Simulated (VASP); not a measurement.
**Co: relaxation of cell and atoms with PBEsol**

The system is Co.

```
CELL_PARAMETERS angstrom
-1.40414 1.40414 1.40414
1.40414 -1.40414 1.40414
1.40414 1.40414 -1.40414
ATOMIC_POSITIONS crystal
Co 0.00000 0.00000 0.00000
```

| Property | Result |
| --- | --- |
| Program | VASP 6.6.1 |
| Task | relaxation of cell and atoms |
| Functional | PBEsol |
| Potentials or basis | VASP PAW PBE potentials, release 64 (Co) |
| Cutoff | 600 eV |
| k mesh | 16 × 16 × 16 |
| Occupations | fermi-dirac, width 0.1 eV |
| Spin | no spin polarisation |
| Dipole correction | no |
| Further INCAR settings | ALGO = Normal; EDIFF = 1e-06; IBRION = 2; EDIFFG = -0.01; NSW = 80; ISIF = 3 |

- Relaxed volume: 10.10 Å³/atom
- Relaxed cell: a = 2.358 Å, b = 2.358 Å, c = 2.358 Å, α = 109.47°, β = 109.47°, γ = 109.47°
- Space group after relaxing (to 0.05 Å): Im-3m (No. 229)
- Energy gained by relaxing: 66.5 meV/atom
- Ionic steps: 4
- Pressure after relaxing: -0.1 GPa

Step by step:
```
step  energy change (eV)  largest force (eV/Å)  pressure (GPa)  volume (Å³)
   1              0.0000                0.0000          -19.84        11.07
   2              0.0518                0.0000           39.34         9.02
   3             -0.0665                0.0000           -0.65        10.12
   4             -0.0665                0.0000           -0.08        10.10
```

Final structure:
```xyz
1
Lattice="-1.3615 1.3615 1.3615 1.3615 -1.3615 1.3615 1.3615 1.3615 -1.3615" Properties=species:S:1:pos:R:3 pbc="T T T"
Co    1.3615   -1.3615    1.3615
```

Levels at points of the mesh, in eV from the Fermi level:
```tsv
k point	band 1	band 2	band 3	band 4	band 5	band 6	band 7	band 8
(0.00, 0.00, 0.00)	-9.26	-1.96	-1.96	-1.96	-0.30	-0.30	26.47	26.47
(0.50, 0.00, 0.00)	-4.93	-3.17	-0.34	-0.07	0.34	0.96	8.11	19.52
(0.50, 0.50, 0.50)	-4.60	-4.60	0.67	0.67	0.67	10.54	10.54	10.54
```

Run time: 59 s on 1 thread of AMD EPYC 7R43 64-Core Processor (Zen 3), on a shared host, peak memory 0.11 GiB.

Caveat: the PAW data sets were made with another functional, which shifts forces and pressure a little; the run has no spin polarisation, though such a crystal can be magnetic. Spin polarisation is off, so any magnetic state and its effect on volume and gap are missing.
